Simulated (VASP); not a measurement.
CoSi2, 3 atoms in the cell. It takes space group I4/mmm (No. 139, tetragonal). Conventional cell: a = 3.535 Å, b = 3.535 Å, c = 5.999 Å, α = 90.00°, β = 90.00°, γ = 90.00°. Co (site symmetry 4/mmm) has 8 Si at 2.32 Å within 3.1 Å. Within 3.1 Å of Si (site symmetry -4m2) lie 4 Co at 2.32 Å and 6 Si at 2.50 to 3.00 Å.  This cell differs from its parent crystal: ratio of the length along z to the lengths across it x 1.2, volume and fractional coordinates fixed.

| Property | Result |
| --- | --- |
| Program | VASP 6.6.1 |
| Task | single point |
| Functional | PBEsol |
| Potentials or basis | VASP PAW PBE potentials, release 64 (Co, Si) |
| Cutoff | 520 eV |
| k mesh | 18 × 18 × 18 |
| Occupations | gaussian, width 0.15 eV |
| Spin | no spin polarisation |
| Dipole correction | no |
| Further INCAR settings | ALGO = Normal; EDIFF = 1e-07; NBANDS = 16 |

Potentials or basis: VASP PAW PBE potentials, release 64 (Co, Si).

Launch:

```bash
$ cat potpaw_PBE.64/Co/POTCAR potpaw_PBE.64/Si/POTCAR > POTCAR
$ mpirun -np 1 vasp_std > vasp.out
```

Hardware: 1 thread of Intel(R) Xeon(R) Platinum 8488C (Sapphire Rapids) (shared host).

Q: Estimate the wall time of this run.

A: Wall time 4.9 min on 1 thread of Intel(R) Xeon(R) Platinum 8488C (Sapphire Rapids), on a shared host, peak memory 0.39 GiB. Counts: scf iterations 15, k points 480.
